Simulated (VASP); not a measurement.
# As (P-3m1) in VASP: further runs

As is run at these levels: PBE; tasks: single point, relaxation of cell and atoms.

Program: VASP 6.6.1. These are calculated values, not measurements. Logs are shortened: lines on timing, memory, paths and dates and some standing lists are left out, and cuts for length are marked.

### Step 1. The cell of the first run

The structure is trigonal, space group P-3m1 (No. 164). The conventional cell has a = 4.051 Å, b = 4.051 Å, c = 3.217 Å, α = 90.00°, β = 90.00°, γ = 120.00°. As (site symmetry 3m) has 3 As at 2.36 Å within 3.1 Å.

### Step 2. Single point, PBE

Input file INCAR:

```
SYSTEM = As
PREC = Accurate
ENCUT = 520
EDIFF = 1E-6
ISMEAR = 0
SIGMA = 0.1
LREAL = .False.
LASPH = .True.
NELM = 100
ALGO = Normal
ISIF = 2
LWAVE = .False.
LCHARG = .True.
GGA = PE
LELF = .True.
LVHAR = .True.
NBANDS = 12
```

Input file KPOINTS:

```
regular mesh
0
Gamma
  6 6 6
  0 0 0
```

Input file POSCAR:

```
As
1.0
    4.0507886500      0.0000000000      0.0000000000
   -2.0253943200      3.5080858800      0.0000000000
    0.0000000000      0.0000000000      3.2172438300
As
2
Direct
    0.6666666700      0.3333333300      0.4478663400
    0.3333333300      0.6666666700      0.5521336600
```

Potentials or basis: VASP PAW PBE potentials, release 64 (As).

Run with:

```
cat potpaw_PBE.64/As/POTCAR > POTCAR
mpirun -np 1 vasp_std > vasp.out
```

OUTCAR:

```text
SYSTEM = As
   PREC = Accurate
   ENCUT = 520
   EDIFF = 1E-6
   ISMEAR = 0
   LREAL = .False.
   LASPH = .True.
   NELM = 100
   ISIF = 2
   GGA = PE

 ion  position               nearest neighbor table
   1  0.667  0.333  0.448-   2 2.36   2 2.36   2 2.36
   2  0.333  0.667  0.552-   1 2.36   1 2.36   1 2.36

  LATTYP: Found a hexagonal cell.
 ALAT       =     4.0507886500
 C/A-ratio  =     0.7942265341

  Lattice vectors:

 A1 = (   4.0507886500,   0.0000000000,   0.0000000000)
 A2 = (  -2.0253943200,   3.5080858800,   0.0000000000)
 A3 = (   0.0000000000,   0.0000000000,   3.2172438300)

Analysis of symmetry for initial positions (statically):
=====================================================================
 Subroutine PRICEL returns:
 Original cell was already a primitive cell.

 Routine SETGRP: Setting up the symmetry group for a
 hexagonal supercell.

 Subroutine GETGRP returns: Found 12 space group operations
 (whereof 12 operations were pure point group operations)
 out of a pool of 24 trial point group operations.

The static configuration has the point symmetry D_3d.

Analysis of symmetry for dynamics (positions and initial velocities):
=====================================================================
 Subroutine PRICEL returns:
 Original cell was already a primitive cell.

 Routine SETGRP: Setting up the symmetry group for a
 hexagonal supercell.

 Subroutine GETGRP returns: Found 12 space group operations
 (whereof 12 operations were pure point group operations)
 out of a pool of 24 trial point group operations.

The dynamic configuration has the point symmetry D_3d.

 Subroutine INISYM returns: Found 12 space group operations
 (whereof 12 operations are pure point group operations),
 and found     1 'primitive' translations

----------------------------------------------------------------------------------------

                                     Primitive cell

  volume of cell :      45.7187

  direct lattice vectors                    reciprocal lattice vectors
     4.050788650  0.000000000  0.000000000     0.246865509  0.142527867  0.000000000
    -2.025394320  3.508085880  0.000000000     0.000000000  0.285055735  0.000000000
     0.000000000  0.000000000  3.217243830     0.000000000  0.000000000  0.310825058

  length of vectors
     4.050788650  4.050788651  3.217243830     0.285055735  0.285055735  0.310825058

  position of ions in fractional coordinates (direct lattice)
     0.666666670  0.333333330  0.447866340
     0.333333330  0.666666670  0.552133660

  ion indices of the primitive-cell ions
   primitive index   ion index
                 1           1
                 2           2

[... 86 lines left out ...]
   ISMEAR =     0;   SIGMA  =   0.10  broadening in eV -4-tet -1-fermi 0-gaus
   EFERMI_NEDOS =   21; number of points for ismear=-14 and -15
   IALGO  =     38    algorithm
   IMIX   =      4    mixing-type and parameters
     AMIX     =   0.40;   BMIX     =  1.00
     AMIX_MAG =   1.60;   BMIX_MAG =  1.00
  volume/ion in A,a.u.               =      22.86       154.26
  Fermi-wavevector in a.u.,A,eV,Ry     =   0.986378  1.863985 13.237685  0.972942
  Thomas-Fermi vector in A             =   2.117755
   LORBIT       =      0    0 simple, 1 ext, 2 COOP (PROOUT), +10 PAW based schemes
   GGA     = PE    functional components
   LHFCALC =     F    Hartree Fock is set to
   AEXX    =    0.0000 exact exchange contribution
   IVDW    =     0    specifies the selected vdW correction
   LEPSILON=     F    determine dielectric tensor
   LRPA    =     F    only Hartree local field effects (RPA)
 non-spin polarized calculation
 Gauss-broadening in eV      SIGMA  =   0.10
  energy-cutoff  :      520.00
  volume of cell :       45.72
 maximum number of plane-waves:      1242
   NGX = 15   NGY = 15   NGZ = 11

 number of electron      10.0000000 magnetization

 number of electron       9.9999998 magnetization

 Free energy of the ion-electron system (eV)
  ---------------------------------------------------
  ext. energy  EPLUGINS =         0.00000000
  ---------------------------------------------------
  free energy    TOTEN  =        -8.00986554 eV

  energy without entropy =       -8.00531265  energy(sigma->0) =       -8.00758909

 E-fermi :   4.8265     XC(G=0):  -9.5212

 val. band max:        4.6945128055   @ k =   0.1667   0.0000   0.0000
 cond. band min:       4.8413549414   @ k =   0.1667   0.0000   0.5000
 fundamental gap:      0.1468421359
 Fermi energy:         4.8264512334

 k-point     1 :       0.0000    0.0000    0.0000
  band No.  band energies     occupation
      1     -10.4877      2.00000
      2      -1.0840      2.00000
      3       0.5726      2.00000
      4       0.5726      2.00000
      5       4.4236      2.00000
      6       5.6745      0.00000
      7       5.6745      0.00000
      8       8.0924      0.00000
      9      10.5533      0.00000
     10      12.6815      0.00000
     11      17.8330      0.00000
     12      17.8330      0.00000
[... 331 lines left out ...]
 k-point    24 :       0.1667    0.1667    0.3333
  band No.  band energies     occupation
      1      -8.8425      2.00000
      2      -3.9765      2.00000
      3      -0.0449      2.00000
      4       0.1423      2.00000
      5       4.2340      2.00000
      6       4.9103      0.23557
      7       6.8157      0.00000
      8       9.1704      0.00000
      9      10.8697      0.00000
     10      13.4722      0.00000
     11      14.5529      0.00000
     12      16.1109      0.00000

 [... further k-points ...]

------------------------ aborting loop because EDIFF is reached ----------------------------------------

  FORCE on cell =-STRESS in cart. coord.  units (eV):
  Direction    XX          YY          ZZ          XY          YZ          ZX
  --------------------------------------------------------------------------------------
  -------------------------------------------------------------------------------------
  Total        6.3231537      6.3231537     -0.8036346      0.0000000     -0.0000000     -0.0000000
  in kB      221.5901957    221.5901962    -28.1627734      0.0000003     -0.0000000     -0.0000000
  external PRESSURE =     138.3392062 kB  Pullay stress =       0.0000000 kB

 VOLUME and BASIS-vectors are now :
 -----------------------------------------------------------------------------
  energy-cutoff  :      520.00
  volume of cell :       45.72
      direct lattice vectors                 reciprocal lattice vectors
     4.050788650  0.000000000  0.000000000     0.246865509  0.142527867  0.000000000
    -2.025394320  3.508085880  0.000000000     0.000000000  0.285055735  0.000000000
     0.000000000  0.000000000  3.217243830     0.000000000  0.000000000  0.310825058

 POSITION                                       TOTAL-FORCE (eV/Angst)
 -----------------------------------------------------------------------------------
      2.02539      1.16936      1.44090        -0.000000      0.000000     -0.696824
     -0.00000      2.33872      1.77635         0.000000     -0.000000      0.696824
 -----------------------------------------------------------------------------------
    total drift:                               -0.000000      0.000000      0.000000

  FREE ENERGIE OF THE ION-ELECTRON SYSTEM (eV)
  ---------------------------------------------------
  free  energy   TOTEN  =        -8.0098655372 eV

  energy  without entropy=       -8.0053126470  energy(sigma->0) =       -8.00758909
```

OSZICAR:

```text
N       E                     dE             d eps       ncg     rms          rms(c)
DAV:   1     0.317799480355E+02    0.31780E+02   -0.41527E+03   824   0.683E+02
DAV:   2    -0.625669927140E+01   -0.38037E+02   -0.36104E+02  1064   0.115E+02
DAV:   3    -0.805588222491E+01   -0.17992E+01   -0.17845E+01  1040   0.248E+01
DAV:   4    -0.806676870411E+01   -0.10886E-01   -0.10884E-01   900   0.218E+00
DAV:   5    -0.806680988383E+01   -0.41180E-04   -0.41180E-04  1020   0.144E-01    0.435E+00
DAV:   6    -0.802815532318E+01    0.38655E-01   -0.16123E-02   916   0.615E-01    0.261E+00
DAV:   7    -0.800945914166E+01    0.18696E-01   -0.32148E-02   904   0.888E-01    0.914E-02
DAV:   8    -0.800979264117E+01   -0.33350E-03   -0.99440E-04   876   0.160E-01    0.211E-02
DAV:   9    -0.800985318309E+01   -0.60542E-04   -0.46801E-05   928   0.389E-02    0.180E-02
DAV:  10    -0.800986513903E+01   -0.11956E-04   -0.19354E-05   864   0.224E-02    0.273E-03
DAV:  11    -0.800986553718E+01   -0.39815E-06   -0.72226E-07   904   0.427E-03
   1 F= -.80098655E+01 E0= -.80075891E+01  d E =-.455289E-02
```

stdout:

```text
POSCAR found type information on POSCAR As
 POSCAR found :  1 types and       2 ions
 scaLAPACK will be used
 LDA part: xc-table for (Slater+PW92), standard interpolation
 POSCAR, INCAR and KPOINTS ok, starting setup
 FFT: planning ... GRIDC
 FFT: planning ... GRID_SOFT
 FFT: planning ... GRID
 WAVECAR not read
 entering main loop
```

Wall time 14 s (1 thread of Intel Xeon 8259CL, shared host); peak memory 0.15 GiB.

What came out:

* Free energy: -8.0099 eV
* Pressure: 13.8 GPa
* Largest force: 0.697 eV/Å
* Band gap on the k mesh: zero (band 5 reaches 5.96 eV, above the bottom of band 6 at 3.59 eV)

Forces in eV/Å, atoms in the order of the input:
```
As   0.000  0.000 -0.697
As   0.000  0.000  0.697
```

Stress tensor (GPa, compression positive):
```
22.16  0.00  0.00
 0.00 22.16  0.00
 0.00  0.00 -2.82
```

Levels at points of the mesh, in eV from the Fermi level:
| k point | band 3 | band 4 | band 5 | band 6 | band 7 | band 8 |
| --- | --- | --- | --- | --- | --- | --- |
| (0.00, 0.00, 0.00) | -4.25 | -4.25 | -0.40 | 0.85 | 0.85 | 3.27 |
| (0.50, 0.00, 0.00) | -5.56 | -2.50 | 1.07 | 2.33 | 6.01 | 6.19 |
| (0.00, 0.00, 0.50) | -3.96 | -3.40 | -3.40 | 1.05 | 1.95 | 1.95 |
| (0.50, 0.00, 0.50) | -4.80 | -4.63 | -2.95 | -0.84 | 4.44 | 4.68 |

Caveat: this functional lacks dispersion, which binds the layers, so the pressure and a relaxed spacing across them are unreliable.

[end of part 1 of 2]
